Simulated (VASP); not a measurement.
# KCl (P6_3/mmc) in VASP: single point with PBE

Aim: the single point of KCl with PBE.

Program: VASP 6.6.1. These are calculated values, not measurements. Logs are shortened: lines on timing, memory, paths and dates and some standing lists are left out, and cuts for length are marked.

### Step 1. The cell of the first run

Symmetry: P6_3/mmc, No. 194, hexagonal system. Conventional cell: a = 5.344 Å, b = 5.344 Å, c = 6.239 Å, α = 90.00°, β = 90.00°, γ = 120.00°. Within 4.1 Å of K (site symmetry -6m2) lie 5 Cl at 3.09 to 3.12 Å. Within 4.1 Å of Cl (site symmetry -6m2) lie 5 K at 3.09 to 3.12 Å.

### Step 2. Single point, PBE

INCAR reads:

```
SYSTEM = KCl
ALGO = Normal
EDIFF = 1E-6
ENCUT = 520
GGA = PE
ISIF = 2
ISMEAR = 0
LASPH = .True.
LCHARG = .False.
LREAL = .False.
LWAVE = .False.
NBANDS = 24
NELM = 80
PREC = Accurate
SIGMA = 0.01
```

KPOINTS reads:

```
k-points
0
Gamma
  6 6 2
  0 0 0
```

POSCAR reads:

```
KCl
1.0
    5.3436721797      0.0000000000      0.0000000000
   -2.6718360898      4.6277558571      0.0000000000
    0.0000000000      0.0000000000      6.2390533356
K Cl
2 2
Direct
    0.3333333333      0.6666666667      0.2500000000
    0.6666666667      0.3333333333      0.7500000000
    0.6666666667      0.3333333333      0.2500000000
    0.3333333333      0.6666666667      0.7500000000
```

Potentials or basis: VASP PAW PBE potentials, release 64 (K_sv, Cl).

Started as:

```console
$ cat potpaw_PBE.64/K_sv/POTCAR potpaw_PBE.64/Cl/POTCAR > POTCAR
$ mpirun -np 1 vasp_std > vasp.out
```

OUTCAR:

```text
SYSTEM = KCl
   EDIFF = 1E-6
   ENCUT = 520
   GGA = PE
   ISIF = 2
   ISMEAR = 0
   LASPH = .True.
   LREAL = .False.
   NELM = 80
   PREC = Accurate

 ion  position               nearest neighbor table
   1  0.333  0.667  0.250-   3 3.09   3 3.09   3 3.09   4 3.12   4 3.12
   2  0.667  0.333  0.750-   4 3.09   4 3.09   4 3.09   3 3.12   3 3.12
   3  0.667  0.333  0.250-   1 3.09   1 3.09   1 3.09   2 3.12   2 3.12
   4  0.333  0.667  0.750-   2 3.09   2 3.09   2 3.09   1 3.12   1 3.12

  LATTYP: Found a hexagonal cell.
 ALAT       =     5.3436721797
 C/A-ratio  =     1.1675591477

  Lattice vectors:

 A1 = (   5.3436721797,   0.0000000000,   0.0000000000)
 A2 = (  -2.6718360898,   4.6277558571,   0.0000000000)
 A3 = (   0.0000000000,   0.0000000000,   6.2390533356)

Analysis of symmetry for initial positions (statically):
=====================================================================
 Subroutine PRICEL returns:
 Original cell was already a primitive cell.

 Routine SETGRP: Setting up the symmetry group for a
 hexagonal supercell.

 Subroutine GETGRP returns: Found 24 space group operations
 (whereof 12 operations were pure point group operations)
 out of a pool of 24 trial point group operations.

The static configuration has the point symmetry D_3d.
 The point group associated with its full space group is D_6h.

Analysis of symmetry for dynamics (positions and initial velocities):
=====================================================================
 Subroutine PRICEL returns:
 Original cell was already a primitive cell.

 Routine SETGRP: Setting up the symmetry group for a
 hexagonal supercell.

 Subroutine GETGRP returns: Found 24 space group operations
 (whereof 12 operations were pure point group operations)
 out of a pool of 24 trial point group operations.

The dynamic configuration has the point symmetry D_3d.
 The point group associated with its full space group is D_6h.

 Subroutine INISYM returns: Found 24 space group operations
 (whereof 12 operations are pure point group operations),
 and found     1 'primitive' translations

----------------------------------------------------------------------------------------

                                     Primitive cell

  volume of cell :     154.2869

  direct lattice vectors                    reciprocal lattice vectors
     5.343672180  0.000000000  0.000000000     0.187137228  0.108043729  0.000000000
    -2.671836090  4.627755857  0.000000000     0.000000000  0.216087458  0.000000000
     0.000000000  0.000000000  6.239053336     0.000000000  0.000000000  0.160280726

  length of vectors
     5.343672180  5.343672180  6.239053336     0.216087458  0.216087458  0.160280726

  position of ions in fractional coordinates (direct lattice)
     0.333333333  0.666666667  0.250000000
     0.666666667  0.333333333  0.750000000
     0.666666667  0.333333333  0.250000000
     0.333333333  0.666666667  0.750000000

  ion indices of the primitive-cell ions
   primitive index   ion index
                 1           1
                 2           2
                 3           3
                 4           4

----------------------------------------------------------------------------------------

 KPOINTS: k-points

Automatic generation of k-mesh.
 Grid dimensions read from file:
 generate k-points for:    6    6    2

 Generating k-lattice:

  Cartesian coordinates                     Fractional coordinates (reciprocal lattice)
     0.031189538  0.018007288  0.000000000     0.166666667  0.000000000  0.000000000
     0.000000000  0.036014576  0.000000000     0.000000000  0.166666667  0.000000000
     0.000000000  0.000000000  0.080140363     0.000000000  0.000000000  0.500000000

  Length of vectors
     0.036014576  0.036014576  0.080140363

  Shift w.r.t. Gamma in fractional coordinates (k-lattice)
     0.000000000  0.000000000  0.000000000

 Subroutine IBZKPT returns following result:
 ===========================================

 Found     14 irreducible k-points:

 Following reciprocal coordinates:
            Coordinates               Weight
  0.000000  0.000000  0.000000      1.000000
  0.166667  0.000000  0.000000      6.000000
  0.333333  0.000000  0.000000      6.000000
  0.500000  0.000000  0.000000      3.000000
  0.166667  0.166667  0.000000      6.000000
  0.333333  0.166667  0.000000     12.000000
  0.333333  0.333333  0.000000      2.000000
  0.000000  0.000000  0.500000      1.000000
  0.166667  0.000000  0.500000      6.000000
  0.333333  0.000000  0.500000      6.000000
  0.500000  0.000000  0.500000      3.000000
  0.166667  0.166667  0.500000      6.000000
  0.333333  0.166667  0.500000     12.000000
  0.333333  0.333333  0.500000      2.000000
   k-points           NKPTS =     14   k-points in BZ     NKDIM =     14   number of bands    NBANDS=     24
   number of dos      NEDOS =    301   number of ions     NIONS =      4
   total plane-waves  NPLWV =  76800
   dimension x,y,z NGX =    40 NGY =   40 NGZ =   48
   dimension x,y,z NGXF=    80 NGYF=   80 NGZF=   96
   ions per type =               2   2
   NGX,Y,Z   is equivalent  to a cutoff of  12.44, 12.44, 12.79 a.u.
   NGXF,Y,Z  is equivalent  to a cutoff of  24.89, 24.89, 25.58 a.u.
 SYSTEM =  KCl
   PREC   = accura    normal or accurate (medium, high low for compatibility)
   ISTART =      0    job   : 0-new  1-cont  2-samecut
   ICHARG =      2    charge: 1-file 2-atom 10-const
   ISPIN  =      1    spin polarized calculation?
   LNONCOLLINEAR =      F non collinear calculations
   LSORBIT =      F    spin-orbit coupling
   LASPH  =      T    aspherical Exc in radial PAW
   ENCUT  =  520.0 eV  38.22 Ry    6.18 a.u.   9.94  9.94 11.60*2*pi/ulx,y,z
   NELM   =     80;   NELMIN=  2; NELMDL= -5     # of ELM steps
   EDIFF  = 0.1E-05   stopping-criterion for ELM
   LREAL  =      F    real-space projection
   EDIFFG = 0.1E-04   stopping-criterion for IOM
   NSW    =      0    number of steps for IOM
   IBRION =     -1    ionic relax: 0-MD 1-quasi-New 2-CG
   NFREE  =      0    steps in history (QN), initial steepest desc. (CG)
   ISIF   =      2    stress and relaxation
   ISYM   =      2    0-nonsym 1-usesym 2-fastsym
   POTIM  = 0.5000    time-step for ionic-motion
   TEBEG  =    0.0;   TEEND  =   0.0 temperature during run
   PSTRESS=    0.0 pullay stress
   NELECT =      32.0000    total number of electrons
   NUPDOWN=      -1.0000    fix difference up-down
   EMIN   =  10.00;   EMAX   =-10.00  energy-range for DOS
   EFERMI =   0.00;   METHOD = LEGACY
   ISMEAR =     0;   SIGMA  =   0.01  broadening in eV -4-tet -1-fermi 0-gaus
   EFERMI_NEDOS =   21; number of points for ismear=-14 and -15
   IALGO  =     38    algorithm
   IMIX   =      4    mixing-type and parameters
     AMIX     =   0.40;   BMIX     =  1.00
     AMIX_MAG =   1.60;   BMIX_MAG =  1.00
  volume/ion in A,a.u.               =      38.57       260.29
  Fermi-wavevector in a.u.,A,eV,Ry     =   0.969055  1.831249 12.776795  0.939068
  Thomas-Fermi vector in A             =   2.099076
   LORBIT       =      0    0 simple, 1 ext, 2 COOP (PROOUT), +10 PAW based schemes
   GGA     = PE    functional components
   LHFCALC =     F    Hartree Fock is set to
   AEXX    =    0.0000 exact exchange contribution
   IVDW    =     0    specifies the selected vdW correction
   LEPSILON=     F    determine dielectric tensor
   LRPA    =     F    only Hartree local field effects (RPA)
 non-spin polarized calculation
 Gauss-broadening in eV      SIGMA  =   0.01
  energy-cutoff  :      520.00
  volume of cell :      154.29
 maximum number of plane-waves:      4176
 NGX is ok and might be reduce to    40
   NGX = 19   NGY = 19   NGZ = 23

 number of electron      32.0000001 magnetization

 Free energy of the ion-electron system (eV)
  ---------------------------------------------------
  ext. energy  EPLUGINS =         0.00000000
  ---------------------------------------------------
  free energy    TOTEN  =       -13.44164886 eV

  energy without entropy =      -13.44164886  energy(sigma->0) =      -13.44164886

 E-fermi :  -2.5820     XC(G=0):  -6.5277

 val. band max:       -2.6366805571   @ k =   0.0000   0.0000   0.0000
 cond. band min:       2.1300284919   @ k =   0.0000   0.0000   0.0000
 fundamental gap:      4.7667090490
 Fermi energy:        -2.5820029033

 k-point     1 :       0.0000    0.0000    0.0000
  band No.  band energies     occupation
      1     -29.9722      2.00000
      2     -29.9598      2.00000
      3     -14.7000      2.00000
      4     -14.6147      2.00000
      5     -13.5497      2.00000
      6     -13.5120      2.00000
[... 16 lines left out ...]
     23       6.4184      0.00000
     24       6.8396      0.00000

 k-point     2 :       0.1667    0.0000    0.0000
  band No.  band energies     occupation
      1     -29.9713      2.00000
      2     -29.9603      2.00000
      3     -14.7317      2.00000
      4     -14.6608      2.00000
      5     -13.5419      2.00000
      6     -13.5162      2.00000
[... 16 lines left out ...]
     23       6.4600      0.00000
     24       6.6733      0.00000

 k-point     3 :       0.3333    0.0000    0.0000
  band No.  band energies     occupation
      1     -29.9689      2.00000
      2     -29.9618      2.00000
      3     -14.7869      2.00000
      4     -14.7455      2.00000
      5     -13.5243      2.00000
      6     -13.5220      2.00000
[... 16 lines left out ...]
     23       6.6135      0.00000
     24       6.7218      0.00000
[... 244 lines left out ...]
 k-point    13 :       0.3333    0.1667    0.5000
  band No.  band energies     occupation
      1     -29.9650      2.00000
      2     -29.9650      2.00000
      3     -14.8980      2.00000
      4     -14.8980      2.00000
      5     -13.5000      2.00000
      6     -13.5000      2.00000
[... 16 lines left out ...]
     23       6.6534      0.00000
     24       6.6534      0.00000

 k-point    14 :       0.3333    0.3333    0.5000
  band No.  band energies     occupation
      1     -29.9649      2.00000
      2     -29.9649      2.00000
      3     -14.9111      2.00000
      4     -14.9111      2.00000
      5     -13.5049      2.00000
      6     -13.5049      2.00000
[... 16 lines left out ...]
     23       6.5411      0.00000
     24       6.5411      0.00000

------------------------ aborting loop because EDIFF is reached ----------------------------------------

  FORCE on cell =-STRESS in cart. coord.  units (eV):
  Direction    XX          YY          ZZ          XY          YZ          ZX
  --------------------------------------------------------------------------------------
  -------------------------------------------------------------------------------------
  Total        0.3907855      0.3907855      0.6598744      0.0000000     -0.0000000      0.0000000
  in kB        4.0580754      4.0580754      6.8524033      0.0000000     -0.0000000      0.0000000
  external PRESSURE =       4.9895180 kB  Pullay stress =       0.0000000 kB

 VOLUME and BASIS-vectors are now :
 -----------------------------------------------------------------------------
  energy-cutoff  :      520.00
  volume of cell :      154.29
      direct lattice vectors                 reciprocal lattice vectors
     5.343672180  0.000000000  0.000000000     0.187137228  0.108043729  0.000000000
    -2.671836090  4.627755857  0.000000000     0.000000000  0.216087458  0.000000000
     0.000000000  0.000000000  6.239053336     0.000000000  0.000000000  0.160280726

 POSITION                                       TOTAL-FORCE (eV/Angst)
 -----------------------------------------------------------------------------------
     -0.00000      3.08517      1.55976        -0.000000     -0.000000      0.000000
      2.67184      1.54259      4.67929         0.000000      0.000000      0.000000
      2.67184      1.54259      1.55976        -0.000000      0.000000      0.000000
     -0.00000      3.08517      4.67929         0.000000     -0.000000      0.000000
 -----------------------------------------------------------------------------------
    total drift:                               -0.000000      0.000000     -0.000000

  FREE ENERGIE OF THE ION-ELECTRON SYSTEM (eV)
  ---------------------------------------------------
  free  energy   TOTEN  =       -13.4416488589 eV

  energy  without entropy=      -13.4416488589  energy(sigma->0) =      -13.44164886
```

Run time: 32 s. Hardware: 1 thread of Intel Xeon Platinum 8559C (Emerald Rapids), shared host; peak memory 0.26 GiB.

What came out:

| Quantity | Value |
| --- | --- |
| Free energy | -13.4416 eV |
| Pressure | 0.5 GPa |
| Band gap on the k mesh | 4.77 eV, direct |

Stress tensor (GPa, compression positive):
```
0.41 0.00 0.00
0.00 0.41 0.00
0.00 0.00 0.69
```

Caveat: the k points lie up to 0.50 Å⁻¹ apart. A hybrid or GW would open this gap; PBE tends to underestimate it.
